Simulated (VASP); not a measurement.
# O2CH2 in VASP: single point with PBE+D3(BJ)

Aim: the single point of O2CH2 with PBE+D3(BJ).

Everything below comes from runs of VASP 6.6.1. Logs are shortened: lines on timing, memory, paths and dates and some standing lists are left out, and cuts for length are marked.

## Step 1: The cell of the first run

The cell holds a molecule in a box, 5 atoms: a = 8.027 Å, b = 5.676 Å, c = 29.960 Å, α = 90.00°, β = 90.00°, γ = 90.00°.

## Step 2: Single point, PBE+D3(BJ)

Input file INCAR:

```
PREC     = Accurate       # precision mode
ENCUT    = 520            # plane-wave cutoff, eV
EDIFF    = 1E-7           # SCF threshold, eV
ISMEAR   = 0              # smearing method
SIGMA    = 0.05           # smearing width, eV
LREAL    = F              # projectors in reciprocal space
LASPH    = T              # aspherical terms in the spheres
NELM     = 60             # most SCF steps
ALGO     = Normal         # electronic algorithm
ISIF     = 2              # what is computed and relaxed
LWAVE    = F              # write WAVECAR
LCHARG   = F              # write CHGCAR
LDIPOL   = T            
IDIPOL   = 3            
DIPOL    = 0.5 0.5 0.654
GGA      = PE             # functional
IVDW     = 12             # dispersion correction
NBANDS   = 17             # bands
```

Input file KPOINTS:

```
Automatic mesh
0
Gamma
  2 3 1
```

Input file POSCAR:

```
H2CO2
1.0
    8.0267120191      0.0000000000      0.0000000000
    0.0000000000      5.6757424993      0.0000000000
    0.0000000000      0.0000000000     29.9598497646
O C H
2 1 2
Direct
    0.4182208905      0.7793981986      0.6234484563
    0.5307658561      0.9199559661      0.6876660557
    0.4776526785      0.7584158894      0.6657057266
    0.4301702313      0.9472013268      0.6151935845
    0.4703379482      0.5726817084      0.6766600718
```

Potentials or basis: VASP PAW PBE potentials, release 64 (O, C, H).

On the command line:

```
$ cat potpaw_PBE.64/O/POTCAR potpaw_PBE.64/C/POTCAR potpaw_PBE.64/H/POTCAR > POTCAR
$ mpirun -np 1 vasp_std > vasp.out
```

OUTCAR:

```text
PREC = Accurate
   ENCUT = 520
   EDIFF = 1E-7
   ISMEAR = 0
   LREAL = F
   LASPH = T
   NELM = 60
   ISIF = 2
   GGA = PE
   IVDW = 12
 IVDW          = 12

 ion  position               nearest neighbor table
   1  0.418  0.779  0.623-   4 0.99   3 1.36
   2  0.531  0.920  0.688-   3 1.21
   3  0.478  0.758  0.666-   5 1.11   2 1.21   1 1.36
   4  0.430  0.947  0.615-   1 0.99
   5  0.470  0.573  0.677-   3 1.11

  LATTYP: Found a simple orthorhombic cell.
 ALAT       =     5.6757424993
 B/A-ratio  =     1.4142135624
 C/A-ratio  =     5.2785780483

  Lattice vectors:

 A1 = (   0.0000000000,  -5.6757424993,   0.0000000000)
 A2 = (   8.0267120191,   0.0000000000,   0.0000000000)
 A3 = (   0.0000000000,   0.0000000000,  29.9598497646)

Analysis of symmetry for initial positions (statically):
=====================================================================
 Subroutine PRICEL returns:
 Original cell was already a primitive cell.

 Routine SETGRP: Setting up the symmetry group for a
 simple orthorhombic supercell.

 Subroutine GETGRP returns: Found  1 space group operations
 (whereof  1 operations were pure point group operations)
 out of a pool of  8 trial point group operations.

The static configuration has the point symmetry C_1 .

Analysis of symmetry for dynamics (positions and initial velocities):
=====================================================================
 Subroutine PRICEL returns:
 Original cell was already a primitive cell.

 Routine SETGRP: Setting up the symmetry group for a
 simple orthorhombic supercell.

 Subroutine GETGRP returns: Found  1 space group operations
 (whereof  1 operations were pure point group operations)
 out of a pool of  8 trial point group operations.

The dynamic configuration has the point symmetry C_1 .

 Subroutine INISYM returns: Found  1 space group operations
 (whereof  1 operations are pure point group operations),
 and found     1 'primitive' translations

----------------------------------------------------------------------------------------

                                     Primitive cell

  volume of cell :    1364.8974

  direct lattice vectors                    reciprocal lattice vectors
     8.026712019  0.000000000  0.000000000     0.124584014  0.000000000  0.000000000
     0.000000000  5.675742499  0.000000000     0.000000000  0.176188402  0.000000000
     0.000000000  0.000000000 29.959849765     0.000000000  0.000000000  0.033378004

  length of vectors
     8.026712019  5.675742499 29.959849765     0.124584014  0.176188402  0.033378004

  position of ions in fractional coordinates (direct lattice)
     0.418220891  0.779398199  0.623448456
     0.530765856  0.919955966  0.687666056
     0.477652679  0.758415889  0.665705727
     0.430170231  0.947201327  0.615193584
     0.470337948  0.572681708  0.676660072

  ion indices of the primitive-cell ions
   primitive index   ion index
                 1           1
                 2           2
                 3           3
                 4           4
                 5           5

----------------------------------------------------------------------------------------

 KPOINTS: Automatic mesh

Automatic generation of k-mesh.
 Grid dimensions read from file:
 generate k-points for:    2    3    1

 Generating k-lattice:

  Cartesian coordinates                     Fractional coordinates (reciprocal lattice)
     0.062292007  0.000000000  0.000000000     0.500000000  0.000000000  0.000000000
     0.000000000  0.058729467  0.000000000     0.000000000  0.333333333  0.000000000
     0.000000000  0.000000000  0.033378004     0.000000000  0.000000000  1.000000000

  Length of vectors
     0.062292007  0.058729467  0.033378004

  Shift w.r.t. Gamma in fractional coordinates (k-lattice)
     0.000000000  0.000000000  0.000000000

 Subroutine IBZKPT returns following result:
 ===========================================

 Found      4 irreducible k-points:

 Following reciprocal coordinates:
            Coordinates               Weight
  0.000000  0.000000  0.000000      1.000000
  0.500000  0.000000  0.000000      1.000000
  0.000000  0.333333  0.000000      2.000000
  0.500000  0.333333  0.000000      2.000000
   k-points           NKPTS =      4   k-points in BZ     NKDIM =      4   number of bands    NBANDS=     17
   number of dos      NEDOS =    301   number of ions     NIONS =      5
   total plane-waves  NPLWV = 564480
   dimension x,y,z NGX =    60 NGY =   42 NGZ =  224
   dimension x,y,z NGXF=   120 NGYF=   84 NGZF=  448
   ions per type =               2   1   2
   NGX,Y,Z   is equivalent  to a cutoff of  12.43, 12.30, 12.43 a.u.
   NGXF,Y,Z  is equivalent  to a cutoff of  24.85, 24.60, 24.86 a.u.
 SYSTEM =  unknown system
   PREC   = accura    normal or accurate (medium, high low for compatibility)
   ISTART =      0    job   : 0-new  1-cont  2-samecut
   ICHARG =      2    charge: 1-file 2-atom 10-const
   ISPIN  =      1    spin polarized calculation?
   LNONCOLLINEAR =      F non collinear calculations
   LSORBIT =      F    spin-orbit coupling
   LASPH  =      T    aspherical Exc in radial PAW
   ENCUT  =  520.0 eV  38.22 Ry    6.18 a.u.  14.92 10.55 55.71*2*pi/ulx,y,z
   NELM   =     60;   NELMIN=  2; NELMDL= -5     # of ELM steps
   EDIFF  = 0.1E-06   stopping-criterion for ELM
   LREAL  =      F    real-space projection
   EDIFFG = 0.1E-05   stopping-criterion for IOM
   NSW    =      0    number of steps for IOM
   IBRION =     -1    ionic relax: 0-MD 1-quasi-New 2-CG
   NFREE  =      0    steps in history (QN), initial steepest desc. (CG)
   ISIF   =      2    stress and relaxation
   ISYM   =      2    0-nonsym 1-usesym 2-fastsym
   POTIM  = 0.5000    time-step for ionic-motion
   TEBEG  =    0.0;   TEEND  =   0.0 temperature during run
   PSTRESS=    0.0 pullay stress
   NELECT =      18.0000    total number of electrons
   NUPDOWN=      -1.0000    fix difference up-down
   EMIN   =  10.00;   EMAX   =-10.00  energy-range for DOS
   EFERMI =   0.00;   METHOD = LEGACY
   ISMEAR =     0;   SIGMA  =   0.05  broadening in eV -4-tet -1-fermi 0-gaus
   EFERMI_NEDOS =   21; number of points for ismear=-14 and -15
   IALGO  =     38    algorithm
   IMIX   =      4    mixing-type and parameters
     AMIX     =   0.40;   BMIX     =  1.00
     AMIX_MAG =   1.60;   BMIX_MAG =  1.00
  volume/ion in A,a.u.               =     272.98      1842.16
  Fermi-wavevector in a.u.,A,eV,Ry     =   0.386781  0.730911  2.035430  0.149600
  Thomas-Fermi vector in A             =   1.326132
   LORBIT       =      0    0 simple, 1 ext, 2 COOP (PROOUT), +10 PAW based schemes
   GGA     = PE    functional components
   LHFCALC =     F    Hartree Fock is set to
   AEXX    =    0.0000 exact exchange contribution
   IVDW    =    12    specifies the selected vdW correction
   LEPSILON=     F    determine dielectric tensor
   LRPA    =     F    only Hartree local field effects (RPA)
 non-spin polarized calculation
 Gauss-broadening in eV      SIGMA  =   0.05
  energy-cutoff  :      520.00
  volume of cell :     1364.90
 maximum number of plane-waves:     36823
 NGX is ok and might be reduce to    60
   NGX = 29   NGY = 21   NGZ =111

 number of electron      18.0000001 magnetization

 dipolmoment           0.000000      0.000000      0.223044 electrons x Angstroem

 Free energy of the ion-electron system (eV)
  ---------------------------------------------------
  ext. energy  EPLUGINS =         0.00000000
  ---------------------------------------------------
  free energy    TOTEN  =       -29.90722069 eV

  energy without entropy =      -29.90722069  energy(sigma->0) =      -29.90722069

 E-fermi :  -6.5285     XC(G=0):  -0.5965

 val. band max:       -6.8447625489   @ k =   0.5000   0.3333   0.0000
 cond. band min:      -1.5455615093   @ k =   0.5000   0.3333   0.0000
 fundamental gap:      5.2992010395
 Fermi energy:        -6.5284709890

 k-point     1 :       0.0000    0.0000    0.0000
  band No.  band energies     occupation
      1     -28.0216      2.00000
      2     -25.8199      2.00000
      3     -16.5036      2.00000
      4     -12.7466      2.00000
      5     -11.9055      2.00000
      6     -11.0700      2.00000
[... 9 lines left out ...]
     16       1.0148      0.00000
     17       1.2970      0.00000

 k-point     2 :       0.5000    0.0000    0.0000
  band No.  band energies     occupation
      1     -28.0217      2.00000
      2     -25.8199      2.00000
      3     -16.5036      2.00000
      4     -12.7465      2.00000
      5     -11.9054      2.00000
      6     -11.0703      2.00000
[... 9 lines left out ...]
     16       0.8351      0.00000
     17       0.9295      0.00000

 k-point     3 :       0.0000    0.3333    0.0000
  band No.  band energies     occupation
      1     -28.0213      2.00000
      2     -25.8197      2.00000
      3     -16.5108      2.00000
      4     -12.7613      2.00000
      5     -11.9069      2.00000
      6     -11.0683      2.00000
[... 9 lines left out ...]
     16       1.3008      0.00000
     17       1.6599      0.00000

 k-point     4 :       0.5000    0.3333    0.0000
  band No.  band energies     occupation
      1     -28.0213      2.00000
      2     -25.8198      2.00000
      3     -16.5108      2.00000
      4     -12.7613      2.00000
      5     -11.9069      2.00000
      6     -11.0686      2.00000
[... 9 lines left out ...]
     16       1.2596      0.00000
     17       1.3551      0.00000

------------------------ aborting loop because EDIFF is reached ----------------------------------------

 vacuum level on the upper side and lower side of the slab       (xc-potential included)         0.430        -0.440

 Edisp (eV)   -0.05732

 E8    (eV) :    -0.0150

  FORCE on cell =-STRESS in cart. coord.  units (eV):
  Direction    XX          YY          ZZ          XY          YZ          ZX
  --------------------------------------------------------------------------------------
  -------------------------------------------------------------------------------------
  Total       0.01349    -0.19597     0.21993     0.19072     0.45895     0.20332
  in kB       0.01584    -0.23004     0.25817     0.22387     0.53874     0.23867
  external pressure =        0.01 kB  Pullay stress =        0.00 kB

 VOLUME and BASIS-vectors are now :
 -----------------------------------------------------------------------------
  energy-cutoff  :      520.00
  volume of cell :     1364.90
      direct lattice vectors                 reciprocal lattice vectors
     8.026712019  0.000000000  0.000000000     0.124584014  0.000000000  0.000000000
     0.000000000  5.675742499  0.000000000     0.000000000  0.176188402  0.000000000
     0.000000000  0.000000000 29.959849765     0.000000000  0.000000000  0.033378004

 POSITION                                       TOTAL-FORCE (eV/Angst)
 -----------------------------------------------------------------------------------
      3.35694      4.42366     18.67842         0.015881      0.200458     -0.182262
      4.26030      5.22143     20.60237         0.205148      0.412020      0.320723
      3.83398      4.30457     19.94444        -0.135736     -0.310300     -0.207766
      3.45285      5.37607     18.43111        -0.063629     -0.295103      0.083605
      3.77527      3.25039     20.27263        -0.021664     -0.007075     -0.014299
 -----------------------------------------------------------------------------------
    total drift:                                0.000877      0.001018      0.001456

  FREE ENERGIE OF THE ION-ELECTRON SYSTEM (eV)
  ---------------------------------------------------
  free  energy   TOTEN  =       -29.9645401964 eV

  energy  without entropy=      -29.9645401964  energy(sigma->0) =      -29.96454020

 vacuum level on the upper side and lower side of the slab         0.643        -0.243
```

Run time: 3.6 min. Hardware: 1 thread of AMD EPYC 7R43 (Zen 3), shared host; peak memory 1 GiB.

Results:

- Free energy: -29.9645 eV
- Largest force: 0.561 eV/Å
- Gap between the frontier levels: 5.30 eV, direct
- Dispersion energy per atom: -0.011 eV

Forces on the atoms (eV/Å):
```
O    0.016  0.200 -0.182
O    0.205  0.412  0.321
C   -0.136 -0.310 -0.208
H   -0.064 -0.295  0.084
H   -0.022 -0.007 -0.014
```
